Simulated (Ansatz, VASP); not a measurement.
# As: VASP beside Ansatz

INCAR

```
  PREC = Accurate
  ENCUT = 520
  EDIFF = 1E-6
  ISMEAR = -1
  SIGMA = 0.02
  LREAL = False
  LASPH = True
  NELM = 60
  ALGO = Normal
  ISIF = 2
  LWAVE = False
  LCHARG = False
  LDIPOL = True
  IDIPOL = 3
  DIPOL = 0.5 0.5 0.336
  GGA = PE
  NBANDS = 18
```

The input KPOINTS:

```
Automatic mesh
0
Gamma
  6 8 1
```

The input POSCAR:

```
As
1.0
    4.8073435832      0.0000000000      0.0000000000
    0.0000000000      3.6157297347      0.0000000000
    0.0000000000      0.0000000000     28.2703730404
As
4
Direct
    0.0757352106      0.0000000000      0.3777643818
    0.4242647894      0.5000000000      0.3777643818
    0.5757352106      0.5000000000      0.2943173051
    0.9242647894      0.0000000000      0.2943173051
```

Input for Ansatz:

```yaml
crystal:
  lattice:
    - [4.8073435832, 0.0, 0.0]
    - [0.0, 3.6157297347, 0.0]
    - [0.0, 0.0, 28.2703730404]
  atoms:
    - { symbol: As, position: [0.0757352106, 0.0, 0.3777643818] }
    - { symbol: As, position: [0.4242647894, 0.5, 0.3777643818] }
    - { symbol: As, position: [0.5757352106, 0.5, 0.2943173051] }
    - { symbol: As, position: [0.9242647894, 0.0, 0.2943173051] }
  periodic: [true, true, false]
kpoints:
  mp_grid: { grid: [6, 8, 1] }
  band_path:
    path: [[0.0, 0.0, 0.0], [0.5, 0.0, 0.0], [0.5, 0.5, 0.0], [0.0, 0.5, 0.0]]
    npoints: 1
hamiltonian:
  xc: pbe
scf:
  occupations: { method: fermi_dirac, width: 0.02 }
  n_extra_bands: 5
output:
  forces: true
  stress: true
  eigenvalues: true
```

Change from the starting cell: uniaxial_y strain -0.5%.

Alike in both runs: task single point; functional PBE; k mesh 6 × 8 × 1; occupations fermi-dirac, width 0.02 eV; no spin polarisation.

|  | VASP | Ansatz |
| --- | --- | --- |
| version | VASP 6.6.1 | Ansatz 0.2.0 |
| potentials or method | VASP PAW PBE potentials, release 64 (As) | plane waves, PAW |
| plane-wave cutoff (eV) | 520 | 420 |
| valence electrons in the cell | 20 | 60 |

VASP gave:

```
gap on the k mesh at the Fermi level (eV) : 0.88
rms of the force components (eV/Å)        : 0.233
```

**Question.** What did Ansatz give for the same quantities?

**Answer.** gap on the k mesh at the Fermi level (eV): 0.89; rms of the force components (eV/Å): 0.196.

Atom by atom the forces differ by 0.037 eV/Å (rms over components). VASP's potentials hold 20 valence electrons a cell and Ansatz's 60, so a difference there can come from the potentials and not from the codes.
